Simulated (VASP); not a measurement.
# BaTiO3 (Pm-3m) in VASP: a series of runs

Aim: see how the results for BaTiO3 move with the level of theory and the settings. Levels: PBEsol, PBE. Tasks: single point.

All numbers are computed with VASP 6.6.1; they aren't measurements. Logs are shortened: lines on timing, memory, paths and dates and some standing lists are left out, and cuts for length are marked.

### Step 1. The cell of the first run

The structure is cubic, space group Pm-3m (No. 221). The conventional cell has a = 3.952 Å, b = 3.952 Å, c = 3.952 Å, α = 90.00°, β = 90.00°, γ = 90.00°. Ba (site symmetry m-3m) has 12 O at 2.79 Å and 8 Ti at 3.42 Å within 3.7 Å. Within 2.6 Å of Ti (site symmetry m-3m) lie 6 O at 1.98 Å. Within 2.6 Å of O (site symmetry 4/mmm) lie 2 Ti at 1.98 Å.

### Step 2. Single point, PBEsol

File INCAR:

```
PREC     = Accurate       # precision mode
ENCUT    = 910            # plane-wave cutoff, eV
EDIFF    = 1E-6           # SCF threshold, eV
ISMEAR   = -1             # smearing method
SIGMA    = 0.05           # smearing width, eV
LREAL    = F              # projectors in reciprocal space
LASPH    = T              # aspherical terms in the spheres
NELM     = 120            # most SCF steps
ALGO     = Normal         # electronic algorithm
ISIF     = 2              # what is computed and relaxed
LWAVE    = F              # write WAVECAR
LCHARG   = F              # write CHGCAR
GGA      = PS             # functional
NBANDS   = 28             # bands
GGA_COMPAT= F
```

File KPOINTS:

```
Automatic mesh
0
Gamma
  7 7 7
```

File POSCAR:

```
BaTiO3
1.0
    3.9518582279      0.0000000000      0.0000000000
    0.0000000000      3.9518582279      0.0000000000
    0.0000000000      0.0000000000      3.9518582279
Ba Ti O
1 1 3
Direct
    0.5000000000      0.5000000000      0.5000000000
    0.0000000000      0.0000000000      0.0000000000
    0.0000000000      0.0000000000      0.5000000000
    0.0000000000      0.5000000000      0.0000000000
    0.5000000000      0.0000000000      0.0000000000
```

Potentials or basis: VASP PAW PBE potentials, release 64 (Ba_sv, Ti_sv, O_h).

Run with:

```bash
$ cat potpaw_PBE.64/Ba_sv/POTCAR potpaw_PBE.64/Ti_sv/POTCAR potpaw_PBE.64/O_h/POTCAR > POTCAR
$ mpirun -np 1 vasp_std > vasp.out
```

OUTCAR:

```text
PREC = Accurate
   ENCUT = 910
   EDIFF = 1E-6
   ISMEAR = -1
   LREAL = F
   LASPH = T
   NELM = 120
   ISIF = 2
   GGA = PS

 ion  position               nearest neighbor table
   1  0.500  0.500  0.500-   3 2.79   4 2.79   5 2.79   4 2.79   5 2.79   3 2.79   5 2.79   5 2.79
                             3 2.79   4 2.79   4 2.79   3 2.79   2 3.42   2 3.42   2 3.42   2 3.42
   2  0.000  0.000  0.000-   3 1.98   4 1.98   5 1.98   3 1.98   4 1.98   5 1.98   1 3.42   1 3.42
                             1 3.42   1 3.42   1 3.42   1 3.42   1 3.42   1 3.42
   3  0.000  0.000  0.500-   2 1.98   2 1.98   1 2.79   1 2.79   1 2.79   1 2.79
   4  0.000  0.500  0.000-   2 1.98   2 1.98   1 2.79   1 2.79   1 2.79   1 2.79
   5  0.500  0.000  0.000-   2 1.98   2 1.98   1 2.79   1 2.79   1 2.79   1 2.79

  LATTYP: Found a simple cubic cell.
 ALAT       =     3.9518582279

  Lattice vectors:

 A1 = (   3.9518582279,   0.0000000000,   0.0000000000)
 A2 = (   0.0000000000,   3.9518582279,   0.0000000000)
 A3 = (   0.0000000000,   0.0000000000,   3.9518582279)

Analysis of symmetry for initial positions (statically):
=====================================================================
 Subroutine PRICEL returns:
 Original cell was already a primitive cell.

 Routine SETGRP: Setting up the symmetry group for a
 simple cubic supercell.

 Subroutine GETGRP returns: Found 48 space group operations
 (whereof 48 operations were pure point group operations)
 out of a pool of 48 trial point group operations.

The static configuration has the point symmetry O_h .

Analysis of symmetry for dynamics (positions and initial velocities):
=====================================================================
 Subroutine PRICEL returns:
 Original cell was already a primitive cell.

 Routine SETGRP: Setting up the symmetry group for a
 simple cubic supercell.

 Subroutine GETGRP returns: Found 48 space group operations
 (whereof 48 operations were pure point group operations)
 out of a pool of 48 trial point group operations.

The dynamic configuration has the point symmetry O_h .

 Subroutine INISYM returns: Found 48 space group operations
 (whereof 48 operations are pure point group operations),
 and found     1 'primitive' translations

----------------------------------------------------------------------------------------

                                     Primitive cell

  volume of cell :      61.7169

  direct lattice vectors                    reciprocal lattice vectors
     3.951858228  0.000000000  0.000000000     0.253045515  0.000000000  0.000000000
     0.000000000  3.951858228  0.000000000     0.000000000  0.253045515  0.000000000
     0.000000000  0.000000000  3.951858228     0.000000000  0.000000000  0.253045515

  length of vectors
     3.951858228  3.951858228  3.951858228     0.253045515  0.253045515  0.253045515

  position of ions in fractional coordinates (direct lattice)
     0.500000000  0.500000000  0.500000000
     0.000000000  0.000000000  0.000000000
     0.000000000  0.000000000  0.500000000
     0.000000000  0.500000000  0.000000000
     0.500000000  0.000000000  0.000000000

  ion indices of the primitive-cell ions
   primitive index   ion index
                 1           1
                 2           2
                 3           3
                 4           4
                 5           5

----------------------------------------------------------------------------------------

 KPOINTS: Automatic mesh

Automatic generation of k-mesh.
 Grid dimensions read from file:
 generate k-points for:    7    7    7

 Generating k-lattice:

  Cartesian coordinates                     Fractional coordinates (reciprocal lattice)
     0.036149359  0.000000000  0.000000000     0.142857143  0.000000000  0.000000000
     0.000000000  0.036149359  0.000000000     0.000000000  0.142857143  0.000000000
     0.000000000  0.000000000  0.036149359     0.000000000  0.000000000  0.142857143

  Length of vectors
     0.036149359  0.036149359  0.036149359

  Shift w.r.t. Gamma in fractional coordinates (k-lattice)
     0.000000000  0.000000000  0.000000000

 Subroutine IBZKPT returns following result:
 ===========================================

 Found     20 irreducible k-points:

 Following reciprocal coordinates:
            Coordinates               Weight
  0.000000  0.000000  0.000000      1.000000
  0.142857  0.000000  0.000000      6.000000
  0.285714  0.000000  0.000000      6.000000
  0.428571  0.000000  0.000000      6.000000
  0.142857  0.142857  0.000000     12.000000
  0.285714  0.142857  0.000000     24.000000
[... 12 lines left out ...]
  0.428571  0.428571  0.285714     24.000000
  0.428571  0.428571  0.428571      8.000000
   k-points           NKPTS =     20   k-points in BZ     NKDIM =     20   number of bands    NBANDS=     28
   number of dos      NEDOS =    301   number of ions     NIONS =      5
   total plane-waves  NPLWV =  64000
   dimension x,y,z NGX =    40 NGY =   40 NGZ =   40
   dimension x,y,z NGXF=    80 NGYF=   80 NGZF=   80
   ions per type =               1   1   3
   NGX,Y,Z   is equivalent  to a cutoff of  16.83, 16.83, 16.83 a.u.
   NGXF,Y,Z  is equivalent  to a cutoff of  33.65, 33.65, 33.65 a.u.
 SYSTEM =  unknown system
   PREC   = accura    normal or accurate (medium, high low for compatibility)
   ISTART =      0    job   : 0-new  1-cont  2-samecut
   ICHARG =      2    charge: 1-file 2-atom 10-const
   ISPIN  =      1    spin polarized calculation?
   LNONCOLLINEAR =      F non collinear calculations
   LSORBIT =      F    spin-orbit coupling
   LASPH  =      T    aspherical Exc in radial PAW
   ENCUT  =  910.0 eV  66.88 Ry    8.18 a.u.   9.72  9.72  9.72*2*pi/ulx,y,z
   NELM   =    120;   NELMIN=  2; NELMDL= -5     # of ELM steps
   EDIFF  = 0.1E-05   stopping-criterion for ELM
   LREAL  =      F    real-space projection
   EDIFFG = 0.1E-04   stopping-criterion for IOM
   NSW    =      0    number of steps for IOM
   IBRION =     -1    ionic relax: 0-MD 1-quasi-New 2-CG
   NFREE  =      0    steps in history (QN), initial steepest desc. (CG)
   ISIF   =      2    stress and relaxation
   ISYM   =      2    0-nonsym 1-usesym 2-fastsym
   POTIM  = 0.5000    time-step for ionic-motion
   TEBEG  =    0.0;   TEEND  =   0.0 temperature during run
   PSTRESS=    0.0 pullay stress
   NELECT =      40.0000    total number of electrons
   NUPDOWN=      -1.0000    fix difference up-down
   EMIN   =  10.00;   EMAX   =-10.00  energy-range for DOS
   EFERMI =   0.00;   METHOD = LEGACY
   ISMEAR =    -1;   SIGMA  =   0.05  broadening in eV -4-tet -1-fermi 0-gaus
   EFERMI_NEDOS =   21; number of points for ismear=-14 and -15
   IALGO  =     38    algorithm
   IMIX   =      4    mixing-type and parameters
     AMIX     =   0.40;   BMIX     =  1.00
     AMIX_MAG =   1.60;   BMIX_MAG =  1.00
  volume/ion in A,a.u.               =      12.34        83.30
  Fermi-wavevector in a.u.,A,eV,Ry     =   1.416751  2.677271 27.309381  2.007183
  Thomas-Fermi vector in A             =   2.538053
   LORBIT       =      0    0 simple, 1 ext, 2 COOP (PROOUT), +10 PAW based schemes
   GGA     = PS    functional components
   LHFCALC =     F    Hartree Fock is set to
   AEXX    =    0.0000 exact exchange contribution
   IVDW    =     0    specifies the selected vdW correction
   LEPSILON=     F    determine dielectric tensor
   LRPA    =     F    only Hartree local field effects (RPA)
 non-spin polarized calculation
  energy-cutoff  :      910.00
  volume of cell :       61.72
 maximum number of plane-waves:      3887
 NGX is ok and might be reduce to    40
   NGX = 19   NGY = 19   NGZ = 19

 number of electron      40.0000012 magnetization

 Free energy of the ion-electron system (eV)
  ---------------------------------------------------
  ext. energy  EPLUGINS =         0.00000000
  ---------------------------------------------------
  free energy    TOTEN  =       -41.97992723 eV

  energy without entropy =      -41.97992723  energy(sigma->0) =      -41.97992723

 E-fermi :   5.2496     XC(G=0): -11.7249

 val. band max:        4.2961138443   @ k =   0.4286   0.4286   0.4286
 cond. band min:       6.1360374945   @ k =   0.0000   0.0000   0.0000
 fundamental gap:      1.8399236502
 Fermi energy:         5.2496403682

 k-point     1 :       0.0000    0.0000    0.0000
  band No.  band energies     occupation
      1     -51.8431      2.00000
      2     -28.1899      2.00000
      3     -28.1899      2.00000
      4     -28.1899      2.00000
      5     -20.3141      2.00000
      6     -12.5359      2.00000
[... 20 lines left out ...]
     27       9.3214      0.00000
     28      11.9809      0.00000

 k-point     2 :       0.1429    0.0000    0.0000
  band No.  band energies     occupation
      1     -51.8429      2.00000
      2     -28.2023      2.00000
      3     -28.1895      2.00000
      4     -28.1895      2.00000
      5     -20.2863      2.00000
      6     -12.5594      2.00000
[... 20 lines left out ...]
     27       9.7481      0.00000
     28      12.4840      0.00000

 k-point     3 :       0.2857    0.0000    0.0000
  band No.  band energies     occupation
      1     -51.8423      2.00000
      2     -28.2299      2.00000
      3     -28.1884      2.00000
      4     -28.1884      2.00000
      5     -20.2225      2.00000
      6     -12.6894      2.00000
[... 20 lines left out ...]
     27      10.8267      0.00000
     28      12.8226      0.00000

 k-point     4 :       0.4286    0.0000    0.0000
  band No.  band energies     occupation
      1     -51.8419      2.00000
      2     -28.2519      2.00000
      3     -28.1875      2.00000
      4     -28.1875      2.00000
      5     -20.1699      2.00000
      6     -12.8307      2.00000
[... 454 lines left out ...]
     27      12.4821      0.00000
     28      12.6691      0.00000

 k-point    19 :       0.4286    0.4286    0.2857
  band No.  band energies     occupation
      1     -51.8399      2.00000
      2     -28.2456      2.00000
      3     -28.2454      2.00000
      4     -28.2234      2.00000
      5     -20.0283      2.00000
      6     -11.9069      2.00000
[... 20 lines left out ...]
     27      12.3064      0.00000
     28      12.4818      0.00000

 k-point    20 :       0.4286    0.4286    0.4286
  band No.  band energies     occupation
      1     -51.8395      2.00000
      2     -28.2445      2.00000
      3     -28.2443      2.00000
      4     -28.2443      2.00000
      5     -19.9999      2.00000
      6     -11.6787      2.00000
[... 20 lines left out ...]
     27      12.3651      0.00000
     28      12.3651      0.00000

------------------------ aborting loop because EDIFF is reached ----------------------------------------

  FORCE on cell =-STRESS in cart. coord.  units (eV):
  Direction    XX          YY          ZZ          XY          YZ          ZX
  --------------------------------------------------------------------------------------
  -------------------------------------------------------------------------------------
  Total        1.6597805      1.6597805      1.6597805      0.0000000      0.0000000      0.0000000
  in kB       43.0880833     43.0880833     43.0880833      0.0000000      0.0000000      0.0000000
  external PRESSURE =      43.0880833 kB  Pullay stress =       0.0000000 kB

 VOLUME and BASIS-vectors are now :
 -----------------------------------------------------------------------------
  energy-cutoff  :      910.00
  volume of cell :       61.72
      direct lattice vectors                 reciprocal lattice vectors
     3.951858228  0.000000000  0.000000000     0.253045515  0.000000000  0.000000000
     0.000000000  3.951858228  0.000000000     0.000000000  0.253045515  0.000000000
     0.000000000  0.000000000  3.951858228     0.000000000  0.000000000  0.253045515

 POSITION                                       TOTAL-FORCE (eV/Angst)
 -----------------------------------------------------------------------------------
      1.97593      1.97593      1.97593         0.000000      0.000000      0.000000
      0.00000      0.00000      0.00000         0.000000      0.000000      0.000000
      0.00000      0.00000      1.97593         0.000000      0.000000      0.000000
      0.00000      1.97593      0.00000         0.000000      0.000000      0.000000
      1.97593      0.00000      0.00000         0.000000      0.000000      0.000000
 -----------------------------------------------------------------------------------
    total drift:                                0.000000      0.000000     -0.000000

  FREE ENERGIE OF THE ION-ELECTRON SYSTEM (eV)
  ---------------------------------------------------
  free  energy   TOTEN  =       -41.9799272285 eV

  energy  without entropy=      -41.9799272268  energy(sigma->0) =      -41.97992723
```

It took 44 s on 1 thread of Intel Xeon 6975P-C (Granite Rapids), shared host; peak memory 0.29 GiB.

What came out:

```
Free energy            : -41.9799 eV
Pressure               : 4.3 GPa
Band gap on the k mesh : 1.84 eV, indirect (least direct gap 1.88 eV)
```

Caveat: the cutoff is under 1.25 times the usual one of these potentials, so pressure, stress and relaxed cells hold a basis-set (Pulay) error; the PAW data sets were made with another functional, which shifts forces and pressure a little; spin-orbit coupling is left out, which moves the levels of the heavy elements.

(Part 1 of 2 ends here.)
